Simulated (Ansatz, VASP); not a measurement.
Two plane-wave programs on CO2

The input POSCAR:

```
CO2
1.0
   12.0000000000      0.0000000000      0.0000000000
    0.0000000000     12.0000000000      0.0000000000
    0.0000000000      0.0000000000     12.0000000000
C O
1 2
Direct
    0.5000000000      0.5000000000      0.5000000000
    0.5000000000      0.5000000000      0.5966666667
    0.5000000000      0.5000000000      0.4033333333
```

Contents of INCAR.step1:

```
PREC = Accurate ; ENCUT = 520
EDIFF = 1E-5 ; ISMEAR = 0
SIGMA = 0.01 ; LREAL = F
LASPH = T ; NELM = 80
ALGO = Normal ; ISIF = 2
LWAVE = T ; LCHARG = F
NBANDS = 15 ; GGA = PE
```

Contents of INCAR.step2:

```
PREC = Accurate ; ENCUT = 520
EDIFF = 1E-6 ; ISMEAR = 0
SIGMA = 0.01 ; LREAL = F
LASPH = T ; NELM = 80
ALGO = Normal ; ISIF = 2
LWAVE = F ; LCHARG = F
GGA = PE ; LHFCALC = T
AEXX = 1.0 ; ALDAC = 0.0
AGGAC = 0.0 ; PRECFOCK = Normal
NBANDS = 15 ; ISTART = 1
```

Contents of KPOINTS:

```
Automatic mesh
0
Gamma
  1 1 1
```

Input for Ansatz:

```yaml
crystal:
  lattice:
    - [12.0, 0.0, 0.0]
    - [0.0, 12.0, 0.0]
    - [0.0, 0.0, 12.0]
  atoms:
    - { symbol: C, position: [0.5, 0.5, 0.5] }
    - { symbol: O, position: [0.5, 0.5, 0.5966666667] }
    - { symbol: O, position: [0.5, 0.5, 0.4033333333] }
scf:
  occupations: { method: fixed }
output:
  forces: true
  stress: false
  core_levels: { shells: { C: "1s", O: "1s" } }
  write_density: true
  write_potential: true
  elf: true
  volumetric_format: npy
hamiltonian:
  xc: hf
kpoints:
  mp_grid: { grid: [1, 1, 1] }
```

Alike in both runs: task single point; functional HF; k mesh 1 × 1 × 1; no spin polarisation.

```csv
,VASP,Ansatz
version,VASP 6.6.1,Ansatz 0.2.0
potentials or method,"VASP PAW PBE potentials, release 64 (C, O)","scalar-relativistic, plane waves, PAW"
plane-wave cutoff (eV),520,420
occupations,"gaussian, width 0.01 eV",fixed
valence electrons in the cell,16,16
```

```csv
,VASP,Ansatz,Ansatz less VASP
gap on the k mesh at the Fermi level (eV),14.90,14.83,-0.070
rms of the force components (eV/Å),0.932,1.527,+0.5944
```

VASP's potentials were made for PBE, not for HF. Atom by atom the forces differ by 0.594 eV/Å (rms over components). One of these differences is far larger than is usual between the two programs; its cause wasn't traced.

Noted on VASP's run: the standard files for N, O and F lose accuracy on very short bonds.
